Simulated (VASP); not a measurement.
Crystal: SnSe.

```
Sn Se
1.0
    11.49563    0.00000    0.00000
     0.00000    4.21775    0.00000
     0.00000    0.00000    4.48954
Sn Se
4 4
Cartesian
  10.0817 3.1633 4.0810
  7.1618 1.0544 1.8362
  4.3339 3.1633 2.6533
  1.4140 1.0544 0.4085
  7.3917 3.1633 4.4177
  9.8518 1.0544 2.1729
  1.6439 3.1633 2.3166
  4.1039 1.0544 0.0718
```

Base run:

| Property | Result |
| --- | --- |
| Program | VASP 6.6.1 |
| Functional | RPBE |
| Potentials or basis | VASP PAW PBE potentials, release 64 (Sn_d, Se) |
| Cutoff | 520 eV |
| k mesh | 3 × 6 × 6 |
| Occupations | fermi-dirac, width 0.05 eV |
| Spin | no spin polarisation |

Its results: band gap on the k mesh 0.59 eV (least direct gap 0.75 eV); pressure 3.0 GPa; largest force 0.252 eV/Å.

Task: The run is repeated on the same cell with these changes: functional from RPBE to PBE. What comes out?

Result: Band gap on the k mesh 0.55 eV (least direct gap 0.72 eV); pressure 1.3 GPa; largest force 0.222 eV/Å.

PBE binds more tightly than RPBE, so the same cell stands under less pressure.

Caveats: semilocal functionals underestimate gaps, and a narrow one can read as zero; spin-orbit coupling is left out, which moves the levels of the heavy elements; the PAW data sets were made with another functional, which shifts forces and pressure a little (at least some runs).

A k mesh can miss the band edges.
